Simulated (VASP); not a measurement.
# Cu (I4/mmm) in VASP: single point with PBE

Aim: the single point of Cu with PBE.

Everything below comes from runs of VASP 6.6.1. Logs are shortened: lines on timing, memory, paths and dates and some standing lists are left out, and cuts for length are marked.

### 1 The cell of the first run

It takes space group I4/mmm (No. 139, tetragonal). The conventional cell has a = 2.572 Å, b = 2.572 Å, c = 3.615 Å, α = 90.00°, β = 90.00°, γ = 90.00°. Within 3.4 Å of Cu (site symmetry 4/mmm) lie 12 Cu at 2.56 to 2.57 Å.

### 2 Single point, PBE

File INCAR:

```
SYSTEM = Cu
PREC = Accurate ; ENCUT = 520
EDIFF = 1E-6 ; ISMEAR = 1
SIGMA = 0.1 ; LREAL = .False.
LASPH = .True. ; NELM = 80
ALGO = Fast ; ISIF = 2
LWAVE = .False. ; LCHARG = .False.
GGA = PE ; NBANDS = 18
```

File KPOINTS:

```
Automatic mesh
0
Gamma
  16 16 12
  0 0 0
```

File POSCAR:

```
Cu
1.0
    2.5718166183      0.0000000000      0.0000000000
    0.0000000000      2.5718166183      0.0000000000
    0.0000000000      0.0000000000      3.6145157444
Cu
2
Direct
    0.0000000000      0.0000000000      0.0000000000
    0.5000000000      0.5000000000      0.5000000000
```

Potentials or basis: VASP PAW PBE potentials, release 64 (Cu).

Started as:

```
cat potpaw_PBE.64/Cu/POTCAR > POTCAR
mpirun -np 1 vasp_std > vasp.out
```

OUTCAR:

```text
SYSTEM = Cu
   PREC = Accurate
   ENCUT = 520
   EDIFF = 1E-6
   ISMEAR = 1
   LREAL = .False.
   LASPH = .True.
   NELM = 80
   ISIF = 2
   GGA = PE

 ion  position               nearest neighbor table
   1  0.000  0.000  0.000-   2 2.56   2 2.56   2 2.56   2 2.56   2 2.56   2 2.56   2 2.56   2 2.56

   2  0.500  0.500  0.500-   1 2.56   1 2.56   1 2.56   1 2.56   1 2.56   1 2.56   1 2.56   1 2.56

  LATTYP: Found a simple tetragonal cell.
 ALAT       =     2.5718166183
 C/A-ratio  =     1.4054329219

  Lattice vectors:

 A1 = (   2.5718166183,   0.0000000000,   0.0000000000)
 A2 = (   0.0000000000,   2.5718166183,   0.0000000000)
 A3 = (   0.0000000000,   0.0000000000,   3.6145157444)

Analysis of symmetry for initial positions (statically):
=====================================================================
 Subroutine PRICEL returns following result:

  LATTYP: Found a body centered tetragonal cell.
 ALAT       =     2.5718166183
 C/A-ratio  =     1.4054329219

  Lattice vectors:

 A1 = (  -1.2859083092,  -1.2859083092,  -1.8072578722)
 A2 = (   1.2859083092,   1.2859083092,  -1.8072578722)
 A3 = (   1.2859083092,  -1.2859083092,   1.8072578722)

   2 primitive cells build up your supercell.

 Routine SETGRP: Setting up the symmetry group for a
 simple tetragonal supercell.

 Subroutine GETGRP returns: Found 16 space group operations
 (whereof 16 operations were pure point group operations)
 out of a pool of 16 trial point group operations.

The static configuration has the point symmetry D_4h.

Analysis of symmetry for dynamics (positions and initial velocities):
=====================================================================
 Subroutine PRICEL returns following result:

  LATTYP: Found a body centered tetragonal cell.
 ALAT       =     2.5718166183
 C/A-ratio  =     1.4054329219

  Lattice vectors:

 A1 = (  -1.2859083092,  -1.2859083092,  -1.8072578722)
 A2 = (   1.2859083092,   1.2859083092,  -1.8072578722)
 A3 = (   1.2859083092,  -1.2859083092,   1.8072578722)

   2 primitive cells build up your supercell.

 Routine SETGRP: Setting up the symmetry group for a
 simple tetragonal supercell.

 Subroutine GETGRP returns: Found 16 space group operations
 (whereof 16 operations were pure point group operations)
 out of a pool of 16 trial point group operations.

The dynamic configuration has the point symmetry D_4h.

 Subroutine INISYM returns: Found 16 space group operations
 (whereof 16 operations are pure point group operations),
 and found     2 'primitive' translations

----------------------------------------------------------------------------------------

                                     Primitive cell

  volume of cell :      11.9536

  direct lattice vectors                    reciprocal lattice vectors
    -1.285908309 -1.285908309 -1.807257872     0.000000000 -0.388830212 -0.276662234
     1.285908309  1.285908309 -1.807257872     0.388830212  0.000000000 -0.276662234
     1.285908309 -1.285908309  1.807257872     0.388830212 -0.388830212  0.000000000

  length of vectors
     2.563845037  2.563845037  2.563845037     0.477211615  0.477211615  0.549888959

  position of ions in fractional coordinates (direct lattice)
     0.000000000  0.000000000  0.000000000

  ion indices of the primitive-cell ions
   primitive index   ion index
                 1           1

----------------------------------------------------------------------------------------

 KPOINTS: Automatic mesh

Automatic generation of k-mesh.
 Grid dimensions read from file:
 generate k-points for:   16   16   12

 Generating k-lattice:

  Cartesian coordinates                     Fractional coordinates (reciprocal lattice)
     0.024301888  0.000000000  0.000000000     0.062500000  0.000000000  0.000000000
     0.000000000  0.024301888  0.000000000     0.000000000  0.062500000  0.000000000
     0.000000000  0.000000000  0.023055186     0.000000000  0.000000000  0.083333333

  Length of vectors
     0.024301888  0.024301888  0.023055186

  Shift w.r.t. Gamma in fractional coordinates (k-lattice)
     0.000000000  0.000000000  0.000000000

 Subroutine IBZKPT returns following result:
 ===========================================

 Found    315 irreducible k-points:

 Following reciprocal coordinates:
            Coordinates               Weight
  0.000000  0.000000  0.000000      1.000000
  0.062500  0.000000  0.000000      4.000000
  0.125000  0.000000  0.000000      4.000000
  0.187500  0.000000  0.000000      4.000000
  0.250000  0.000000  0.000000      4.000000
  0.312500  0.000000  0.000000      4.000000
[... 16 lines left out ...]
  0.437500  0.125000  0.000000      8.000000
  0.500000  0.125000  0.000000      4.000000
 [... further k-points ...]
   k-points           NKPTS =    315   k-points in BZ     NKDIM =    315   number of bands    NBANDS=     18
   number of dos      NEDOS =    301   number of ions     NIONS =      2
   total plane-waves  NPLWV =  11200
   dimension x,y,z NGX =    20 NGY =   20 NGZ =   28
   dimension x,y,z NGXF=    40 NGYF=   40 NGZF=   56
   ions per type =               2
   NGX,Y,Z   is equivalent  to a cutoff of  12.93, 12.93, 12.88 a.u.
   NGXF,Y,Z  is equivalent  to a cutoff of  25.86, 25.86, 25.76 a.u.
 SYSTEM =  Cu
   PREC   = accura    normal or accurate (medium, high low for compatibility)
   ISTART =      0    job   : 0-new  1-cont  2-samecut
   ICHARG =      2    charge: 1-file 2-atom 10-const
   ISPIN  =      1    spin polarized calculation?
   LNONCOLLINEAR =      F non collinear calculations
   LSORBIT =      F    spin-orbit coupling
   LASPH  =      T    aspherical Exc in radial PAW
   ENCUT  =  520.0 eV  38.22 Ry    6.18 a.u.   4.78  4.78  6.72*2*pi/ulx,y,z
   NELM   =     80;   NELMIN=  2; NELMDL= -5     # of ELM steps
   EDIFF  = 0.1E-05   stopping-criterion for ELM
   LREAL  =      F    real-space projection
   EDIFFG = 0.1E-04   stopping-criterion for IOM
   NSW    =      0    number of steps for IOM
   IBRION =     -1    ionic relax: 0-MD 1-quasi-New 2-CG
   NFREE  =      0    steps in history (QN), initial steepest desc. (CG)
   ISIF   =      2    stress and relaxation
   ISYM   =      2    0-nonsym 1-usesym 2-fastsym
   POTIM  = 0.5000    time-step for ionic-motion
   TEBEG  =    0.0;   TEEND  =   0.0 temperature during run
   PSTRESS=    0.0 pullay stress
   NELECT =      22.0000    total number of electrons
   NUPDOWN=      -1.0000    fix difference up-down
   EMIN   =  10.00;   EMAX   =-10.00  energy-range for DOS
   EFERMI =   0.00;   METHOD = LEGACY
   ISMEAR =     1;   SIGMA  =   0.10  broadening in eV -4-tet -1-fermi 0-gaus
   EFERMI_NEDOS =   21; number of points for ismear=-14 and -15
   IALGO  =     68    algorithm
   IMIX   =      4    mixing-type and parameters
     AMIX     =   0.40;   BMIX     =  1.00
     AMIX_MAG =   1.60;   BMIX_MAG =  1.00
  volume/ion in A,a.u.               =      11.95        80.67
  Fermi-wavevector in a.u.,A,eV,Ry     =   1.592352  3.009109 34.498717  2.535584
  Thomas-Fermi vector in A             =   2.690750
   LORBIT       =      0    0 simple, 1 ext, 2 COOP (PROOUT), +10 PAW based schemes
   GGA     = PE    functional components
   LHFCALC =     F    Hartree Fock is set to
   AEXX    =    0.0000 exact exchange contribution
   IVDW    =     0    specifies the selected vdW correction
   LEPSILON=     F    determine dielectric tensor
   LRPA    =     F    only Hartree local field effects (RPA)
 non-spin polarized calculation
 RMM-DIIS sequential band-by-band and
 Methfessel and Paxton  Order N= 1 SIGMA  =   0.10
  energy-cutoff  :      520.00
  volume of cell :       23.91
 maximum number of plane-waves:       664
 NGX is ok and might be reduce to    20
   NGX =  9   NGY =  9   NGZ = 13

 number of electron      21.9999943 magnetization

 Free energy of the ion-electron system (eV)
  ---------------------------------------------------
  ext. energy  EPLUGINS =         0.00000000
  ---------------------------------------------------
  free energy    TOTEN  =        -7.45662797 eV

  energy without entropy =       -7.45664253  energy(sigma->0) =       -7.45663282

 E-fermi :   7.4173     XC(G=0): -12.6561

 val. band max:        7.4080558045   @ k =   0.0000   0.0000   0.1667
 cond. band min:       7.4237975167   @ k =   0.2500   0.0625   0.3333
 fundamental gap:      0.0157417122
 Fermi energy:         7.4173341445

 k-point     1 :       0.0000    0.0000    0.0000
  band No.  band energies     occupation
      1      -1.8229      2.00000
      2       2.6328      2.00000
      3       3.0762      2.00000
      4       4.4357      2.00000
      5       4.4357      2.00000
      6       4.4651      2.00000
[... 10 lines left out ...]
     17      27.4046      0.00000
     18      29.9353      0.00000

 k-point     2 :       0.0625    0.0000    0.0000
  band No.  band energies     occupation
      1      -1.7291      2.00000
      2       2.6760      2.00000
      3       3.1020      2.00000
      4       4.4144      2.00000
      5       4.4521      2.00000
      6       4.4862      2.00000
[... 10 lines left out ...]
     17      28.0945      0.00000
     18      29.4846      0.00000

 k-point     3 :       0.1250    0.0000    0.0000
  band No.  band energies     occupation
      1      -1.4501      2.00000
      2       2.7988      2.00000
      3       3.1764      2.00000
      4       4.3542      2.00000
      5       4.5005      2.00000
      6       4.5413      2.00000
[... 10 lines left out ...]
     17      27.9676      0.00000
     18      29.0180      0.00000

 k-point     4 :       0.1875    0.0000    0.0000
  band No.  band energies     occupation
      1      -0.9938      2.00000
      2       2.9825      2.00000
      3       3.2895      2.00000
      4       4.2651      2.00000
      5       4.5785      2.00000
      6       4.6034      2.00000
[... 10 lines left out ...]
     17      26.1721      0.00000
     18      26.8586      0.00000

 k-point     5 :       0.2500    0.0000    0.0000
  band No.  band energies     occupation
      1      -0.3751      2.00000
      2       3.1988      2.00000
      3       3.4211      2.00000
      4       4.1624      2.00000
      5       4.6296      2.00000
      6       4.6823      2.00000
[... 10 lines left out ...]
     17      24.8041      0.00000
     18      26.4873      0.00000

 k-point     6 :       0.3125    0.0000    0.0000
  band No.  band energies     occupation
      1       0.3796      2.00000
      2       3.3998      2.00000
      3       3.5515      2.00000
      4       4.0636      2.00000
      5       4.4221      2.00000
      6       4.5907      2.00000
[... 10 lines left out ...]
     17      23.4461      0.00000
     18      26.8824      0.00000

 k-point     7 :       0.3750    0.0000    0.0000
  band No.  band energies     occupation
      1       1.2226      2.00000
      2       3.4472      2.00000
      3       3.7326      2.00000
      4       3.9869      2.00000
      5       4.1956      2.00000
      6       4.4902      2.00000
[... 10 lines left out ...]
     17      24.6917      0.00000
     18      27.3957      0.00000

 k-point     8 :       0.4375    0.0000    0.0000
  band No.  band energies     occupation
      1       2.0689      2.00000
      2       3.2552      2.00000
      3       3.9490      2.00000
      4       3.9500      2.00000
      5       4.0441      2.00000
      6       4.3420      2.00000
[... 10 lines left out ...]
     17      26.0953      0.00000
     18      28.0541      0.00000
[... 229 lines left out ...]
     17      26.8836      0.00000
     18      28.8054      0.00000

 k-point    20 :       0.2500    0.1250    0.0000
  band No.  band energies     occupation
      1      -0.0324      2.00000
      2       3.2853      2.00000
      3       3.5486      2.00000
      4       4.0093      2.00000
      5       4.4401      2.00000
      6       4.6976      2.00000
[... 10 lines left out ...]
     17      24.9394      0.00000
     18      29.4584      0.00000

 k-point    21 :       0.3125    0.1250    0.0000
  band No.  band energies     occupation
      1       0.6957      2.00000
      2       3.4698      2.00000
      3       3.6462      2.00000
      4       3.9042      2.00000
      5       4.1817      2.00000
      6       4.5856      2.00000
[... 10 lines left out ...]
     17      23.0782      0.00000
     18      28.0760      0.00000

 k-point    22 :       0.3750    0.1250    0.0000
  band No.  band energies     occupation
      1       1.4941      2.00000
      2       3.5419      2.00000
      3       3.7368      2.00000
      4       3.8223      2.00000
      5       3.9836      2.00000
      6       4.4409      2.00000
[... 10 lines left out ...]
     17      21.3706      0.00000
     18      26.4544      0.00000

 k-point    23 :       0.4375    0.1250    0.0000
  band No.  band energies     occupation
      1       2.2721      2.00000
      2       3.3432      2.00000
      3       3.7783      2.00000
      4       3.8515      2.00000
      5       3.9160      2.00000
      6       4.2788      2.00000
[... 10 lines left out ...]
     17      22.1329      0.00000
     18      24.8880      0.00000

 k-point    24 :       0.5000    0.1250    0.0000
  band No.  band energies     occupation
      1       2.9147      2.00000
      2       2.9147      2.00000
      3       3.7849      2.00000
      4       3.7849      2.00000
      5       4.1026      2.00000
      6       4.1026      2.00000
[... 10 lines left out ...]
     17      23.4422      0.00000
     18      23.4422      0.00000

 [... further k-points ...]
[... 5 lines left out ...]
  --------------------------------------------------------------------------------------
  -------------------------------------------------------------------------------------
  Total        0.1500570      0.1500570      0.1511344      0.0000000      0.0000000     -0.0000000
  in kB       10.0562622     10.0562622     10.1284693      0.0000000      0.0000000     -0.0000000
  external PRESSURE =      10.0803312 kB  Pullay stress =       0.0000000 kB

 VOLUME and BASIS-vectors are now :
 -----------------------------------------------------------------------------
  energy-cutoff  :      520.00
  volume of cell :       23.91
      direct lattice vectors                 reciprocal lattice vectors
     2.571816618  0.000000000  0.000000000     0.388830212  0.000000000  0.000000000
     0.000000000  2.571816618  0.000000000     0.000000000  0.388830212  0.000000000
     0.000000000  0.000000000  3.614515744     0.000000000  0.000000000  0.276662234

 POSITION                                       TOTAL-FORCE (eV/Angst)
 -----------------------------------------------------------------------------------
      0.00000      0.00000      0.00000        -0.000000     -0.000000      0.000000
      1.28591      1.28591      1.80726         0.000000      0.000000     -0.000000
 -----------------------------------------------------------------------------------
    total drift:                               -0.000000      0.000000      0.000000

  FREE ENERGIE OF THE ION-ELECTRON SYSTEM (eV)
  ---------------------------------------------------
  free  energy   TOTEN  =        -7.4566279681 eV

  energy  without entropy=       -7.4566425343  energy(sigma->0) =       -7.45663282
```

Wall time 46 s (1 thread of Intel Xeon 6975P-C (Granite Rapids), shared host); peak memory 0.21 GiB.

Results:

```yaml
Free_energy: -7.4566 eV
Pressure: 1.0 GPa
Band_gap_on_the_k_mesh: zero (band 11 reaches 13.59 eV, above the bottom of band 12 at 5.51 eV)
```

Levels at points of the mesh, in eV from the Fermi level:
```csv
k point,band 9,band 10,band 11,band 12,band 13,band 14
"(0.00, 0.00, 0.00)",-1.63,-1.47,-1.47,1.61,7.16,12.91
"(0.50, 0.00, 0.00)",-2.17,-2.17,-0.32,-0.32,9.71,9.71
"(0.50, 0.50, 0.00)",-1.46,-1.46,1.48,1.48,6.99,6.99
"(0.00, 0.00, 0.50)",-2.33,-2.33,-1.91,-1.91,16.92,16.92
"(0.50, 0.00, 0.50)",-1.60,-1.60,-0.95,-0.95,3.72,3.72
"(0.50, 0.50, 0.50)",-1.48,-1.48,6.17,6.17,6.17,6.17
```
